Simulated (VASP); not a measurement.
# Al (Fd-3m) in VASP: further runs

The runs below take Al through single point, relaxation of cell and atoms, with LDA.

Program: VASP 6.6.1. These are calculated values, not measurements. Logs are shortened: lines on timing, memory, paths and dates and some standing lists are left out, and cuts for length are marked.

## 1. The cell of the first run

It takes space group Fd-3m (No. 227, cubic). Conventional cell: a = 5.949 Å, b = 5.949 Å, c = 5.949 Å, α = 90.00°, β = 90.00°, γ = 90.00°. Al (site symmetry -43m) has 4 Al at 2.58 Å within 3.4 Å.

## 2. Single point, LDA

Contents of INCAR:

```
SYSTEM = Al
PREC = Accurate ; ENCUT = 500
EDIFF = 1E-6 ; ISMEAR = -1
SIGMA = 0.1 ; LREAL = .False.
LASPH = .True. ; NELM = 120
ALGO = Normal ; ISIF = 2
LWAVE = .False. ; LCHARG = .True.
LELF = .True. ; LVHAR = .True.
NBANDS = 10 ; GGA_COMPAT = .False.
```

Contents of KPOINTS:

```
regular mesh
0
Gamma
  6 6 6
  0 0 0
```

Contents of POSCAR:

```
Al
1.0
    0.0000000000      2.9746326623      2.9746326623
    2.9746326623      0.0000000000      2.9746326623
    2.9746326623      2.9746326623      0.0000000000
Al
2
Direct
    0.0000000000      0.0000000000      0.0000000000
    0.2500000000      0.2500000000      0.2500000000
```

Potentials or basis: VASP PAW LDA potentials, release 64 (Al).

Launch:

```sh
> cat potpaw_LDA.64/Al/POTCAR > POTCAR
> mpirun -np 1 vasp_std > vasp.out
```

OUTCAR:

```text
SYSTEM = Al
   PREC = Accurate
   ENCUT = 500
   EDIFF = 1E-6
   ISMEAR = -1
   LREAL = .False.
   LASPH = .True.
   NELM = 120
   ISIF = 2

 ion  position               nearest neighbor table
   1  0.000  0.000  0.000-   2 2.58   2 2.58   2 2.58   2 2.58
   2  0.250  0.250  0.250-   1 2.58   1 2.58   1 2.58   1 2.58

  LATTYP: Found a face centered cubic cell.
 ALAT       =     5.9492653246

  Lattice vectors:

 A1 = (   0.0000000000,   2.9746326623,   2.9746326623)
 A2 = (   2.9746326623,   0.0000000000,   2.9746326623)
 A3 = (   2.9746326623,   2.9746326623,   0.0000000000)

Analysis of symmetry for initial positions (statically):
=====================================================================
 Subroutine PRICEL returns:
 Original cell was already a primitive cell.

 Routine SETGRP: Setting up the symmetry group for a
 face centered cubic supercell.

 Subroutine GETGRP returns: Found 48 space group operations
 (whereof 24 operations were pure point group operations)
 out of a pool of 48 trial point group operations.

The static configuration has the point symmetry T_d .
 The point group associated with its full space group is O_h .

Analysis of symmetry for dynamics (positions and initial velocities):
=====================================================================
 Subroutine PRICEL returns:
 Original cell was already a primitive cell.

 Routine SETGRP: Setting up the symmetry group for a
 face centered cubic supercell.

 Subroutine GETGRP returns: Found 48 space group operations
 (whereof 24 operations were pure point group operations)
 out of a pool of 48 trial point group operations.

The dynamic configuration has the point symmetry T_d .
 The point group associated with its full space group is O_h .

 Subroutine INISYM returns: Found 48 space group operations
 (whereof 24 operations are pure point group operations),
 and found     1 'primitive' translations

----------------------------------------------------------------------------------------

                                     Primitive cell

  volume of cell :      52.6417

  direct lattice vectors                    reciprocal lattice vectors
     0.000000000  2.974632662  2.974632662    -0.168087982  0.168087982  0.168087982
     2.974632662  0.000000000  2.974632662     0.168087982 -0.168087982  0.168087982
     2.974632662  2.974632662  0.000000000     0.168087982  0.168087982 -0.168087982

  length of vectors
     4.206765854  4.206765854  4.206765854     0.291136924  0.291136924  0.291136924

  position of ions in fractional coordinates (direct lattice)
     0.000000000  0.000000000  0.000000000
     0.250000000  0.250000000  0.250000000

  ion indices of the primitive-cell ions
   primitive index   ion index
                 1           1
                 2           2

----------------------------------------------------------------------------------------

 KPOINTS: regular mesh

Automatic generation of k-mesh.
 Grid dimensions read from file:
 generate k-points for:    6    6    6

 Generating k-lattice:

  Cartesian coordinates                     Fractional coordinates (reciprocal lattice)
    -0.028014664  0.028014664  0.028014664     0.166666667  0.000000000  0.000000000
     0.028014664 -0.028014664  0.028014664     0.000000000  0.166666667  0.000000000
     0.028014664  0.028014664 -0.028014664     0.000000000  0.000000000  0.166666667

  Length of vectors
     0.048522821  0.048522821  0.048522821

  Shift w.r.t. Gamma in fractional coordinates (k-lattice)
     0.000000000  0.000000000  0.000000000

 Subroutine IBZKPT returns following result:
 ===========================================

 Found     16 irreducible k-points:

 Following reciprocal coordinates:
            Coordinates               Weight
  0.000000  0.000000  0.000000      1.000000
  0.166667  0.000000  0.000000      8.000000
  0.333333  0.000000  0.000000      8.000000
  0.500000  0.000000  0.000000      4.000000
  0.166667  0.166667  0.000000      6.000000
  0.333333  0.166667  0.000000     24.000000
[... 8 lines left out ...]
 -0.333333  0.333333  0.166667     24.000000
 -0.333333  0.500000  0.166667     12.000000
   k-points           NKPTS =     16   k-points in BZ     NKDIM =     16   number of bands    NBANDS=     10
   number of dos      NEDOS =    301   number of ions     NIONS =      2
   total plane-waves  NPLWV =  32768
   dimension x,y,z NGX =    32 NGY =   32 NGZ =   32
   dimension x,y,z NGXF=    64 NGYF=   64 NGZF=   64
   ions per type =               2
   NGX,Y,Z   is equivalent  to a cutoff of  12.65, 12.65, 12.65 a.u.
   NGXF,Y,Z  is equivalent  to a cutoff of  25.29, 25.29, 25.29 a.u.
 SYSTEM =  Al
   PREC   = accura    normal or accurate (medium, high low for compatibility)
   ISTART =      0    job   : 0-new  1-cont  2-samecut
   ICHARG =      2    charge: 1-file 2-atom 10-const
   ISPIN  =      1    spin polarized calculation?
   LNONCOLLINEAR =      F non collinear calculations
   LSORBIT =      F    spin-orbit coupling
   LASPH  =      T    aspherical Exc in radial PAW
   ENCUT  =  500.0 eV  36.75 Ry    6.06 a.u.   7.67  7.67  7.67*2*pi/ulx,y,z
   NELM   =    120;   NELMIN=  2; NELMDL= -5     # of ELM steps
   EDIFF  = 0.1E-05   stopping-criterion for ELM
   LREAL  =      F    real-space projection
   EDIFFG = 0.1E-04   stopping-criterion for IOM
   NSW    =      0    number of steps for IOM
   IBRION =     -1    ionic relax: 0-MD 1-quasi-New 2-CG
   NFREE  =      0    steps in history (QN), initial steepest desc. (CG)
   ISIF   =      2    stress and relaxation
   ISYM   =      2    0-nonsym 1-usesym 2-fastsym
   POTIM  = 0.5000    time-step for ionic-motion
   TEBEG  =    0.0;   TEEND  =   0.0 temperature during run
   PSTRESS=    0.0 pullay stress
   NELECT =       6.0000    total number of electrons
   NUPDOWN=      -1.0000    fix difference up-down
   EMIN   =  10.00;   EMAX   =-10.00  energy-range for DOS
   EFERMI =   0.00;   METHOD = LEGACY
   ISMEAR =    -1;   SIGMA  =   0.10  broadening in eV -4-tet -1-fermi 0-gaus
   EFERMI_NEDOS =   21; number of points for ismear=-14 and -15
   IALGO  =     38    algorithm
   IMIX   =      4    mixing-type and parameters
     AMIX     =   0.40;   BMIX     =  1.00
     AMIX_MAG =   1.60;   BMIX_MAG =  1.00
  volume/ion in A,a.u.               =      26.32       177.62
  Fermi-wavevector in a.u.,A,eV,Ry     =   0.793747  1.499964  8.572130  0.630034
  Thomas-Fermi vector in A             =   1.899743
   LORBIT       =      0    0 simple, 1 ext, 2 COOP (PROOUT), +10 PAW based schemes
   GGA     = CA    functional components
   LHFCALC =     F    Hartree Fock is set to
   AEXX    =    0.0000 exact exchange contribution
   IVDW    =     0    specifies the selected vdW correction
   LEPSILON=     F    determine dielectric tensor
   LRPA    =     F    only Hartree local field effects (RPA)
 non-spin polarized calculation
  energy-cutoff  :      500.00
  volume of cell :       52.64
 maximum number of plane-waves:      1363
 NGX is ok and might be reduce to    32
   NGX = 15   NGY = 15   NGZ = 15

 number of electron       6.0000000 magnetization

 Free energy of the ion-electron system (eV)
  ---------------------------------------------------
  ext. energy  EPLUGINS =         0.00000000
  ---------------------------------------------------
  free energy    TOTEN  =        -6.78542098 eV

  energy without entropy =       -6.72802181  energy(sigma->0) =       -6.75672139

 E-fermi :   2.9084     XC(G=0):  -8.4543

 val. band max:        2.8975072488   @ k =   0.3333   0.3333   0.0000
 cond. band min:       2.9468030602   @ k =   0.5000   0.3333   0.1667
 fundamental gap:      0.0492958114
 Fermi energy:         2.9084105349

 k-point     1 :       0.0000    0.0000    0.0000
  band No.  band energies     occupation
      1      -5.1310      2.00000
      2       5.1064      0.00000
      3       5.1064      0.00000
      4       5.1064      0.00000
      5       6.9517      0.00000
      6       6.9517      0.00000
      7       6.9517      0.00000
      8       8.4244      0.00000
      9      10.8481      0.00000
     10      10.9434      0.00000

 k-point     2 :       0.1667    0.0000    0.0000
  band No.  band energies     occupation
      1      -4.8158      2.00000
      2       3.0245      0.47688
      3       4.6882      0.00000
      4       4.6882      0.00000
      5       6.9127      0.00000
      6       7.5337      0.00000
      7       7.5337      0.00000
      8       9.9395      0.00000
      9      10.3039      0.00000
     10      10.3039      0.00000

 k-point     3 :       0.3333    0.0000    0.0000
  band No.  band energies     occupation
      1      -3.9180      2.00000
      2       0.4433      2.00000
      3       4.2208      0.00000
      4       4.2208      0.00000
      5       6.4435      0.00000
      6       7.5965      0.00000
      7       7.5965      0.00000
      8      10.8846      0.00000
      9      11.2051      0.00000
     10      11.2051      0.00000

 k-point     4 :       0.5000    0.0000    0.0000
  band No.  band energies     occupation
      1      -3.0244      2.00000
      2      -1.0404      2.00000
      3       4.0607      0.00002
      4       4.0607      0.00002
      5       6.2642      0.00000
      6       7.3628      0.00000
      7       7.3628      0.00000
      8      10.5225      0.00000
      9      13.3938      0.00000
     10      13.3938      0.00000
[... 118 lines left out ...]
 k-point    14 :       0.5000    0.3333    0.1667
  band No.  band energies     occupation
      1      -3.1165      2.00000
      2       0.3846      2.00000
      3       1.7632      1.99998
      4       2.9468      0.81036
      5       7.0739      0.00000
      6       7.5484      0.00000
      7       8.4149      0.00000
      8      10.8492      0.00000
      9      12.3186      0.00000
     10      13.1683      0.00000

 k-point    15 :      -0.3333    0.3333    0.1667
  band No.  band energies     occupation
      1      -2.2062      2.00000
      2      -0.7212      2.00000
      3       1.3928      2.00000
      4       2.4931      1.96904
      5       7.3345      0.00000
      6       7.7416      0.00000
      7       9.7335      0.00000
      8      10.2957      0.00000
      9      11.2943      0.00000
     10      14.0740      0.00000

 k-point    16 :      -0.3333    0.5000    0.1667
  band No.  band energies     occupation
      1      -1.3621      2.00000
      2      -1.3621      2.00000
      3       1.6718      1.99999
      4       1.6718      1.99999
      5       6.8805      0.00000
      6       6.8805      0.00000
      7      10.4684      0.00000
      8      10.4684      0.00000
      9      13.8405      0.00000
     10      13.8405      0.00000

------------------------ aborting loop because EDIFF is reached ----------------------------------------

  FORCE on cell =-STRESS in cart. coord.  units (eV):
  Direction    XX          YY          ZZ          XY          YZ          ZX
  --------------------------------------------------------------------------------------
  -------------------------------------------------------------------------------------
  Total        0.0087397      0.0087397      0.0087397     -0.0000000     -0.0000000      0.0000000
  in kB        0.2659964      0.2659964      0.2659964     -0.0000000     -0.0000000      0.0000000
  external PRESSURE =       0.2659964 kB  Pullay stress =       0.0000000 kB

 VOLUME and BASIS-vectors are now :
 -----------------------------------------------------------------------------
  energy-cutoff  :      500.00
  volume of cell :       52.64
      direct lattice vectors                 reciprocal lattice vectors
     0.000000000  2.974632662  2.974632662    -0.168087982  0.168087982  0.168087982
     2.974632662  0.000000000  2.974632662     0.168087982 -0.168087982  0.168087982
     2.974632662  2.974632662  0.000000000     0.168087982  0.168087982 -0.168087982

 POSITION                                       TOTAL-FORCE (eV/Angst)
 -----------------------------------------------------------------------------------
      0.00000      0.00000      0.00000        -0.000000     -0.000000     -0.000000
      1.48732      1.48732      1.48732         0.000000      0.000000      0.000000
 -----------------------------------------------------------------------------------
    total drift:                               -0.000000     -0.000000      0.000000

  FREE ENERGIE OF THE ION-ELECTRON SYSTEM (eV)
  ---------------------------------------------------
  free  energy   TOTEN  =        -6.7854209764 eV

  energy  without entropy=       -6.7280218134  energy(sigma->0) =       -6.75672139
```

Wall time 5.9 s (1 thread of Intel Xeon Platinum 8488C (Sapphire Rapids), shared host); peak memory 0.14 GiB.

What came out:

```
Free energy            : -6.7854 eV
Pressure               : 0.0 GPa
Band gap on the k mesh : zero (band 3 reaches 5.11 eV, above the bottom of band 4 at 1.67 eV)
```

## 3. Relaxation of cell and atoms, LDA

This run uses another cell than the first one, of 21.60 Å³/atom, 0.821 times its volume.

Contents of INCAR:

```
PREC = Accurate
ENCUT = 500
EDIFF = 1E-7
ISMEAR = -1
SIGMA = 0.1
LREAL = False
LASPH = True
NELM = 120
ALGO = Normal
ISIF = 3
LWAVE = False
LCHARG = False
GGA = CA
IBRION = 2
NSW = 80
EDIFFG = -0.03
GGA_COMPAT = False
NELMIN = 4
```

Contents of KPOINTS:

```
regular mesh
0
Gamma
  6 6 6
```

Contents of POSCAR:

```
Al
1.0
    0.0000000000      2.7850000000      2.7850000000
    2.7850000000      0.0000000000      2.7850000000
    2.7850000000      2.7850000000      0.0000000000
Al
2
Direct
    0.0000000000      0.0000000000      0.0000000000
    0.2500000000      0.2500000000      0.2500000000
```

Potentials or basis: VASP PAW LDA potentials, release 64 (Al).

Launch:

```sh
> cat potpaw_LDA.64/Al/POTCAR > POTCAR
> mpirun -np 1 vasp_std > vasp.out
```

It took 12 s on 1 thread of Intel Xeon Platinum 8488C (Sapphire Rapids), shared host; peak memory 0.13 GiB.

It converged, with:

* Free energy: -6.7851 eV
* Relaxed volume: 26.29 Å³/atom
* Relaxed cell: a = 4.205 Å, b = 4.205 Å, c = 4.205 Å, α = 60.00°, β = 60.00°, γ = 60.00°
* Space group after relaxing (to 0.05 Å): Fd-3m (No. 227)
* Energy gained by relaxing: 154.6 meV/atom
* Ionic steps: 3
* Pressure after relaxing: 0.1 GPa
* Band gap on the k mesh: zero (band 3 reaches 5.12 eV, above the bottom of band 4 at 1.68 eV)

The path:
```tsv
step	energy change (eV)	largest force (eV/Å)	pressure (GPa)	volume (Å³)
1	0.0000	0.0000	12.32	43.20
2	-0.3020	0.0000	-1.29	54.44
3	-0.3093	0.0000	0.08	52.58
```

Final structure:
```
Al
1.0
     0.00000    2.97352    2.97352
     2.97352    0.00000    2.97352
     2.97352    2.97352    0.00000
Al
2
Cartesian
  0.0000 0.0000 0.0000
  1.4868 1.4868 1.4868
```

Levels at points of the mesh, in eV from the Fermi level:
```csv
k point,band 1,band 2,band 3,band 4,band 5,band 6
"(0.00, 0.00, 0.00)",-8.04,2.20,2.20,2.20,4.05,4.05
"(0.50, 0.00, 0.00)",-5.93,-3.95,1.15,1.15,3.36,4.46
"(0.50, 0.50, 0.00)",-4.41,-4.41,-0.39,-0.39,2.09,2.09
```

Caveat: the volume moved by over 15 % at a fixed basis, so the end points are rough.
